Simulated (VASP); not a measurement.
Wanted: the native input for a VASP 6.6.1 run.

```yaml
Task: single point
Functional: PBE
Potentials_or_basis: VASP PAW PBE potentials, release 64 (Ni, Si)
Cutoff: 520 eV
k_mesh: 14 × 14 × 13
Occupations: fermi-dirac, width 0.1 eV
Spin: no spin polarisation
Dipole_correction: no
Further_INCAR_settings: ALGO = Normal; EDIFF = 1e-06; NBANDS = 14
```

The structure of SiNi (WC type) lies in POSCAR:

```
SiNi
1.0
    2.3711075784      0.0000000000      0.0000000000
   -1.1855537892      2.0534393980      0.0000000000
    0.0000000000      0.0000000000      3.4421795808
Ni Si
1 1
Direct
    0.0000000000      0.0000000000      0.0000000000
    0.3333333333      0.6666666667      0.5000000000
```

The input as run:

INCAR

```
SYSTEM = SiNi
PREC     = Accurate       ! precision mode
ENCUT    = 520            ! plane-wave cutoff, eV
EDIFF    = 1E-6           ! SCF threshold, eV
ISMEAR   = -1             ! smearing method
SIGMA    = 0.1            ! smearing width, eV
LREAL    = .FALSE.        ! projectors in reciprocal space
LASPH    = .TRUE.         ! aspherical terms in the spheres
NELM     = 60             ! most SCF steps
ALGO     = Normal         ! electronic algorithm
ISIF     = 2              ! what is computed and relaxed
LWAVE    = .FALSE.        ! write WAVECAR
LCHARG   = .FALSE.        ! write CHGCAR
GGA      = PE             ! functional
NBANDS   = 14             ! bands
```

KPOINTS

```
Automatic mesh
0
G
  14 14 13
  0 0 0
```

Potentials or basis: VASP PAW PBE potentials, release 64 (Ni, Si).

The run is started by

```sh
$ cat potpaw_PBE.64/Ni/POTCAR potpaw_PBE.64/Si/POTCAR > POTCAR
$ mpirun -np 1 vasp_std > vasp.out
```

Results of the run:

| Property | Result |
| --- | --- |
| Pressure | 119.8 GPa |
| Band gap on the k mesh | zero (bands 7 and 8 overlap by 1.09 eV) |

Caveat: the cell stands under pressure.

It took 21 s on 1 thread of Intel(R) Xeon(R) Platinum 8488C (Sapphire Rapids), with other jobs on the host, peak memory 0.15 GiB.
